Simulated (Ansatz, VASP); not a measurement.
Cl: VASP beside Ansatz

```
Cl
1.0
     3.58079    0.00000    0.00000
    -1.79040    3.10106    0.00000
     0.00000    0.00000    7.53428
Cl
4
Direct
  0.00000 0.00000 0.00000
  0.00000 0.00000 0.50000
  0.33333 0.66667 0.75000
  0.66667 0.33333 0.25000
```

Alike in both runs: functional PBEsol; k mesh 6 × 6 × 2; occupations gaussian, width 0.1 eV; no spin polarisation.

Ansatz relaxed the structure, and its values are those at the end. VASP's run is a single point on that final structure, the one shown.

|  | VASP | Ansatz |
| --- | --- | --- |
| version | VASP 6.6.1 | Ansatz 0.2.0 |
| potentials or method | VASP PAW PBE potentials, release 64 (Cl), cutoff 500 eV | scalar-relativistic, plane waves, PAW |
| valence electrons in the cell | 28 | 28 |

```csv
,VASP,Ansatz,Ansatz less VASP
gap on the k mesh at the Fermi level (eV),none,none,-
pressure (GPa),-0.1,0.0,+0.07
```

VASP's potentials were made for PBE, not for PBEsol. A gap of «none» marks a metal or a gap that the smearing closes. The functional is the same, so the differences come from potentials, cutoffs and numerics.

The k mesh is coarse, so the values compare programs but aren't converged.
